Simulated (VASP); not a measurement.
Crystal: Sn4S.

```
Sn S
1.0
     5.17300    0.00000    0.00000
     0.00000    5.17300    0.00000
     0.00000    0.00000    5.17300
Sn S
4 1
Cartesian
  0.0000 2.5865 2.5865
  2.5865 0.0000 2.5865
  2.5865 2.5865 0.0000
  0.0000 0.0000 0.0000
  2.5865 2.5865 2.5865
```

* Program: VASP 6.6.1
* Task: relaxation of cell and atoms
* Functional: PBE
* Potentials or basis: VASP PAW PBE potentials, release 64 (Sn_d, S)
* Cutoff: 600 eV
* k mesh: 4 × 4 × 4
* Occupations: gaussian, width 0.1 eV
* Spin: no spin polarisation

At the start: pressure 5.2 GPa; volume 27.69 Å³/atom.

Where does the relaxation end?

Over 3 steps the energy falls by 49.4 meV/atom and the volume is 31.00 Å³/atom (+12.0 %); space group Pm-3m (No. 221, to 0.05 Å).

Step by step:
```csv
step,energy change (eV),largest force (eV/Å),pressure (GPa),volume (Å³)
1,0.0000,0.0000,5.18,138.43
2,-0.2439,0.0000,-0.50,157.16
3,-0.2472,0.0000,0.01,154.98
```

Final structure:
```xyz
5
Lattice="5.3714 0.0000 0.0000 0.0000 5.3714 0.0000 0.0000 0.0000 5.3714" Properties=species:S:1:pos:R:3 pbc="T T T"
Sn    0.0000    2.6857    2.6857
Sn    2.6857    0.0000    2.6857
Sn    2.6857    2.6857    0.0000
Sn    0.0000    0.0000    0.0000
S     2.6857    2.6857    2.6857
```
